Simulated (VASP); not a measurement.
# SiC (Moissanite 6H) (P6_3mc) in VASP: relaxation of the atoms with PBE

Aim: the relaxation of the atoms of SiC (Moissanite 6H) with PBE.

Program: VASP 6.6.1. These are calculated values, not measurements. Logs are shortened: lines on timing, memory, paths and dates and some standing lists are left out, and cuts for length are marked.

## Step 1: The cell of the first run

The structure is hexagonal, space group P6_3mc (No. 186). The conventional cell has a = 3.095 Å, b = 3.095 Å, c = 15.018 Å, α = 90.00°, β = 90.00°, γ = 120.00°. Si (site symmetry 3m) has 4 C at 1.88 to 1.89 Å within 2.5 Å. Si (site symmetry 3m) has 4 C at 1.88 to 1.89 Å within 2.5 Å. Si (site symmetry 3m) has 4 C at 1.88 to 1.89 Å within 2.5 Å. C (site symmetry 3m) has 4 Si at 1.88 to 1.89 Å within 2.5 Å. C (site symmetry 3m) has 4 Si at 1.88 to 1.89 Å within 2.5 Å. C (site symmetry 3m) has 4 Si at 1.88 to 1.89 Å within 2.5 Å.

## Step 2: Relaxation of the atoms, PBE (z stretched by -1 %)

INCAR

```
  PREC = Accurate
  ENCUT = 520
  EDIFF = 1E-6
  ISMEAR = -1
  SIGMA = 0.02
  LREAL = False
  LASPH = True
  NELM = 60
  ALGO = Normal
  ISIF = 2
  LWAVE = False
  LCHARG = False
  GGA = PE
  IBRION = 2
  NSW = 80
  EDIFFG = -0.02
```

KPOINTS

```
regular mesh
0
Gamma
  10 10 2
```

POSCAR

```
SiC
1.0
    3.0950000000      0.0000000000      0.0000000000
   -1.5475000000      2.6803486247      0.0000000000
    0.0000000000      0.0000000000     15.0183000000
Si C
6 6
Direct
    0.0000000000      0.0000000000      0.1250484249
    0.0000000000      0.0000000000      0.6250484249
    0.3333333333      0.6666666667      0.2918257749
    0.6666666667      0.3333333333      0.7918257749
    0.3333333333      0.6666666667      0.9583152732
    0.6666666667      0.3333333333      0.4583152732
    0.0000000000      0.0000000000     -0.0003283977
    0.0000000000      0.0000000000      0.4996716023
    0.3333333333      0.6666666667      0.1668332769
    0.6666666667      0.3333333333      0.6668332769
    0.3333333333      0.6666666667      0.8333056478
    0.6666666667      0.3333333333      0.3333056478
```

Potentials or basis: VASP PAW PBE potentials, release 64 (Si, C).

Command:

```
cat potpaw_PBE.64/Si/POTCAR potpaw_PBE.64/C/POTCAR > POTCAR
mpirun -np 1 vasp_std > vasp.out
```

OUTCAR:

```text
PREC = Accurate
   ENCUT = 520
   EDIFF = 1E-6
   ISMEAR = -1
   LREAL = False
   LASPH = True
   NELM = 60
   ISIF = 2
   GGA = PE
   IBRION = 2
   NSW = 80
   EDIFFG = -0.02

 ion  position               nearest neighbor table
   1  0.000  0.000  0.125-   7 1.88   9 1.89   9 1.89   9 1.89   5 3.08   5 3.08   5 3.08   3 3.08
                             3 3.08   3 3.08
   2  0.000  0.000  0.625-   8 1.88  10 1.89  10 1.89  10 1.89   6 3.08   6 3.08   6 3.08   4 3.08
                             4 3.08   4 3.08
   3  0.333  0.667  0.292-   9 1.88  12 1.89  12 1.89  12 1.89   6 3.07   6 3.07   6 3.07   1 3.08
                             1 3.08   1 3.08
   4  0.667  0.333  0.792-  10 1.88  11 1.89  11 1.89  11 1.89   5 3.07   5 3.07   5 3.07   2 3.08
                             2 3.08   2 3.08
   5  0.333  0.667  0.958-  11 1.88   7 1.89   7 1.89   7 1.89   4 3.07   4 3.07   4 3.07   1 3.08
                             1 3.08   1 3.08
   6  0.667  0.333  0.458-  12 1.88   8 1.89   8 1.89   8 1.89   3 3.07   3 3.07   3 3.07   2 3.08
                             2 3.08   2 3.08
   7  0.000  0.000  1.000-   1 1.88   5 1.89   5 1.89   5 1.89
   8  0.000  0.000  0.500-   2 1.88   6 1.89   6 1.89   6 1.89
   9  0.333  0.667  0.167-   3 1.88   1 1.89   1 1.89   1 1.89
  10  0.667  0.333  0.667-   4 1.88   2 1.89   2 1.89   2 1.89
  11  0.333  0.667  0.833-   5 1.88   4 1.89   4 1.89   4 1.89
  12  0.667  0.333  0.333-   6 1.88   3 1.89   3 1.89   3 1.89

  LATTYP: Found a hexagonal cell.
 ALAT       =     3.0950000000
 C/A-ratio  =     4.8524394184

  Lattice vectors:

 A1 = (   3.0950000000,   0.0000000000,   0.0000000000)
 A2 = (  -1.5475000000,   2.6803486247,   0.0000000000)
 A3 = (   0.0000000000,   0.0000000000,  15.0183000000)

Analysis of symmetry for initial positions (statically):
=====================================================================
 Subroutine PRICEL returns:
 Original cell was already a primitive cell.

 Routine SETGRP: Setting up the symmetry group for a
 hexagonal supercell.

 Subroutine GETGRP returns: Found 12 space group operations
 (whereof  6 operations were pure point group operations)
 out of a pool of 24 trial point group operations.

The static configuration has the point symmetry C_3v.
 The point group associated with its full space group is C_6v.

Analysis of symmetry for dynamics (positions and initial velocities):
=====================================================================
 Subroutine PRICEL returns:
 Original cell was already a primitive cell.

 Routine SETGRP: Setting up the symmetry group for a
 hexagonal supercell.

 Subroutine GETGRP returns: Found 12 space group operations
 (whereof  6 operations were pure point group operations)
 out of a pool of 24 trial point group operations.

The dynamic configuration has the point symmetry C_3v.
 The point group associated with its full space group is C_6v.

 Subroutine INISYM returns: Found 12 space group operations
 (whereof  6 operations are pure point group operations),
 and found     1 'primitive' translations

----------------------------------------------------------------------------------------

                                     Primitive cell

  volume of cell :     124.5870

  direct lattice vectors                    reciprocal lattice vectors
     3.095000000  0.000000000  0.000000000     0.323101777  0.186542898  0.000000000
    -1.547500000  2.680348625  0.000000000     0.000000000  0.373085796  0.000000000
     0.000000000  0.000000000 15.018300000     0.000000000  0.000000000  0.066585432

  length of vectors
     3.095000000  3.095000000 15.018300000     0.373085796  0.373085796  0.066585432

  position of ions in fractional coordinates (direct lattice)
     0.000000000  0.000000000  0.125048425
     0.000000000  0.000000000  0.625048425
     0.333333333  0.666666667  0.291825775
     0.666666667  0.333333333  0.791825775
     0.333333333  0.666666667  0.958315273
     0.666666667  0.333333333  0.458315273
     0.000000000  0.000000000  0.999671602
     0.000000000  0.000000000  0.499671602
     0.333333333  0.666666667  0.166833277
     0.666666667  0.333333333  0.666833277
     0.333333333  0.666666667  0.833305648
     0.666666667  0.333333333  0.333305648

  ion indices of the primitive-cell ions
   primitive index   ion index
                 1           1
                 2           2
                 3           3
                 4           4
                 5           5
                 6           6
                 7           7
                 8           8
                 9           9
                10          10
                11          11
                12          12

----------------------------------------------------------------------------------------

 KPOINTS: regular mesh

Automatic generation of k-mesh.
 Grid dimensions read from file:
 generate k-points for:   10   10    2

 Generating k-lattice:

  Cartesian coordinates                     Fractional coordinates (reciprocal lattice)
     0.032310178  0.018654290  0.000000000     0.100000000  0.000000000  0.000000000
     0.000000000  0.037308580  0.000000000     0.000000000  0.100000000  0.000000000
     0.000000000  0.000000000  0.033292716     0.000000000  0.000000000  0.500000000

  Length of vectors
     0.037308580  0.037308580  0.033292716

  Shift w.r.t. Gamma in fractional coordinates (k-lattice)
     0.000000000  0.000000000  0.000000000

 Subroutine IBZKPT returns following result:
 ===========================================

 Found     28 irreducible k-points:

 Following reciprocal coordinates:
            Coordinates               Weight
  0.000000  0.000000  0.000000      1.000000
  0.100000 -0.000000  0.000000      6.000000
  0.200000 -0.000000  0.000000      6.000000
  0.300000 -0.000000  0.000000      6.000000
  0.400000 -0.000000  0.000000      6.000000
  0.500000  0.000000  0.000000      3.000000
[... 16 lines left out ...]
  0.300000  0.100000  0.500000     12.000000
  0.400000  0.100000  0.500000     12.000000
 [... further k-points ...]
   k-points           NKPTS =     28   k-points in BZ     NKDIM =     28   number of bands    NBANDS=     31
   number of dos      NEDOS =    301   number of ions     NIONS =     12
   total plane-waves  NPLWV =  64512
   dimension x,y,z NGX =    24 NGY =   24 NGZ =  112
   dimension x,y,z NGXF=    48 NGYF=   48 NGZF=  224
   ions per type =               6   6
   NGX,Y,Z   is equivalent  to a cutoff of  12.89, 12.89, 12.40 a.u.
   NGXF,Y,Z  is equivalent  to a cutoff of  25.78, 25.78, 24.80 a.u.
 SYSTEM =  unknown system
   PREC   = accura    normal or accurate (medium, high low for compatibility)
   ISTART =      0    job   : 0-new  1-cont  2-samecut
   ICHARG =      2    charge: 1-file 2-atom 10-const
   ISPIN  =      1    spin polarized calculation?
   LNONCOLLINEAR =      F non collinear calculations
   LSORBIT =      F    spin-orbit coupling
   LASPH  =      T    aspherical Exc in radial PAW
   ENCUT  =  520.0 eV  38.22 Ry    6.18 a.u.   5.75  5.75 27.92*2*pi/ulx,y,z
   NELM   =     60;   NELMIN=  2; NELMDL= -5     # of ELM steps
   EDIFF  = 0.1E-05   stopping-criterion for ELM
   LREAL  =      F    real-space projection
   EDIFFG = -.2E-01   stopping-criterion for IOM
   NSW    =     80    number of steps for IOM
   IBRION =      2    ionic relax: 0-MD 1-quasi-New 2-CG
   NFREE  =      1    steps in history (QN), initial steepest desc. (CG)
   ISIF   =      2    stress and relaxation
   ISYM   =      2    0-nonsym 1-usesym 2-fastsym
   POTIM  = 0.5000    time-step for ionic-motion
   TEBEG  =    0.0;   TEEND  =   0.0 temperature during run
   PSTRESS=    0.0 pullay stress
   NELECT =      48.0000    total number of electrons
   NUPDOWN=      -1.0000    fix difference up-down
   EMIN   =  10.00;   EMAX   =-10.00  energy-range for DOS
   EFERMI =   0.00;   METHOD = LEGACY
   ISMEAR =    -1;   SIGMA  =   0.02  broadening in eV -4-tet -1-fermi 0-gaus
   EFERMI_NEDOS =   21; number of points for ismear=-14 and -15
   IALGO  =     38    algorithm
   IMIX   =      4    mixing-type and parameters
     AMIX     =   0.40;   BMIX     =  1.00
     AMIX_MAG =   1.60;   BMIX_MAG =  1.00
  volume/ion in A,a.u.               =      10.38        70.06
  Fermi-wavevector in a.u.,A,eV,Ry     =   1.191236  2.251109 19.307243  1.419042
  Thomas-Fermi vector in A             =   2.327302
   LORBIT       =      0    0 simple, 1 ext, 2 COOP (PROOUT), +10 PAW based schemes
   GGA     = PE    functional components
   LHFCALC =     F    Hartree Fock is set to
   AEXX    =    0.0000 exact exchange contribution
   IVDW    =     0    specifies the selected vdW correction
   LEPSILON=     F    determine dielectric tensor
   LRPA    =     F    only Hartree local field effects (RPA)
 conjugate gradient relaxation of ions
 non-spin polarized calculation
  energy-cutoff  :      520.00
  volume of cell :      124.59
 maximum number of plane-waves:      3384
 NGX is ok and might be reduce to    24
   NGX = 11   NGY = 11   NGZ = 55

--------------------------------------- Ionic step        1  -------------------------------------------

 number of electron      48.0000001 magnetization

 Free energy of the ion-electron system (eV)
  ---------------------------------------------------
  ext. energy  EPLUGINS =         0.00000000
  ---------------------------------------------------
  free energy    TOTEN  =       -90.34544625 eV

  energy without entropy =      -90.34544625  energy(sigma->0) =      -90.34544625

------------------------ aborting loop because EDIFF is reached ----------------------------------------

  FORCE on cell =-STRESS in cart. coord.  units (eV):
  Direction    XX          YY          ZZ          XY          YZ          ZX
  --------------------------------------------------------------------------------------
  -------------------------------------------------------------------------------------
  Total        0.2732186      0.2732186      5.0346686      0.0000000      0.0000000      0.0000000
  in kB        3.5135665      3.5135665     64.7453763      0.0000000      0.0000000      0.0000000
  external PRESSURE =      23.9241698 kB  Pullay stress =       0.0000000 kB
[... 77 lines left out ...]
  energy  without entropy=      -90.3459488656  energy(sigma->0) =      -90.34594887

--------------------------------------- Ionic step        3  -------------------------------------------

 number of electron      48.0000000 magnetization

 Free energy of the ion-electron system (eV)
  ---------------------------------------------------
  ext. energy  EPLUGINS =         0.00000000
  ---------------------------------------------------
  free energy    TOTEN  =       -90.34723687 eV

  energy without entropy =      -90.34723687  energy(sigma->0) =      -90.34723687

 E-fermi :   8.5721     XC(G=0): -11.3388

 val. band max:        8.1512953480   @ k =   0.0000   0.0000   0.0000
 cond. band min:      10.1479213030   @ k =   0.5000   0.0000   0.0000
 fundamental gap:      1.9966259550
 Fermi energy:         8.5720552191

 k-point     1 :       0.0000    0.0000    0.0000
  band No.  band energies     occupation
      1      -7.3155      2.00000
      2      -6.7879      2.00000
      3      -6.7487      2.00000
      4      -5.2329      2.00000
      5      -5.2025      2.00000
      6      -3.6817      2.00000
[... 805 lines left out ...]
     30      13.4076      0.00000
     31      13.9138      0.00000

 [... further k-points ...]
[... 5 lines left out ...]
  --------------------------------------------------------------------------------------
  -------------------------------------------------------------------------------------
  Total        0.4296648      0.4296648      4.6683760      0.0000000      0.0000000      0.0000000
  in kB        5.5254503      5.5254503     60.0348863      0.0000000      0.0000000      0.0000000
  external PRESSURE =      23.6952623 kB  Pullay stress =       0.0000000 kB
[... 27 lines left out ...]
  FREE ENERGIE OF THE ION-ELECTRON SYSTEM (eV)
  ---------------------------------------------------
  free  energy   TOTEN  =       -90.3472368731 eV

  energy  without entropy=      -90.3472368731  energy(sigma->0) =      -90.34723687

 reached required accuracy - stopping structural energy minimisation
```

Run time: 2.3 min. Hardware: 1 thread of AMD EPYC 9R14 (Zen 4), shared host; peak memory 0.24 GiB.

Results:

| Property | Result |
| --- | --- |
| Free energy | -90.3472 eV |
| Energy gained by relaxing | 0.1 meV/atom |
| Ionic steps | 3 |
| Pressure after relaxing | 2.4 GPa |
| Largest force after relaxing | 0.003 eV/Å |
| Band gap on the k mesh | 2.00 eV, indirect (least direct gap 3.13 eV) |

Forces in eV/Å, atoms in the order of the input:
```
Si   0.000  0.000 -0.001
Si   0.000  0.000 -0.001
Si   0.000  0.000 -0.001
Si   0.000  0.000 -0.001
Si   0.000  0.000  0.002
Si   0.000  0.000  0.002
C    0.000  0.000 -0.003
C    0.000  0.000 -0.003
C    0.000  0.000 -0.001
C    0.000  0.000 -0.001
C    0.000  0.000  0.003
C    0.000  0.000  0.003
```

Stress tensor (GPa, compression positive):
```
0.55 0.00 0.00
0.00 0.55 0.00
0.00 0.00 6.00
```

The path:
```
step  energy change (eV)  largest force (eV/Å)  pressure (GPa)
   1              0.0000                0.1127            2.39
   2             -0.0005                0.0977            2.36
   3             -0.0018                0.0035            2.37
```

Final structure:
```xyz
12
Lattice="3.0950 0.0000 0.0000 -1.5475 2.6803 0.0000 0.0000 0.0000 15.0183" Properties=species:S:1:pos:R:3 pbc="T T T"
Si    0.0000    0.0000    1.8806
Si    0.0000    0.0000    9.3897
Si    0.0000    1.7869    4.3857
Si    1.5475    0.8934   11.8948
Si    0.0000    1.7869   14.3952
Si    1.5475    0.8934    6.8860
C     0.0000    0.0000   15.0106
C     0.0000    0.0000    7.5015
C     0.0000    1.7869    2.5028
C     1.5475    0.8934   10.0119
C     0.0000    1.7869   12.5120
C     1.5475    0.8934    5.0028
```

Caveat: the cell differs from its parent crystal (z stretched by -1 %).
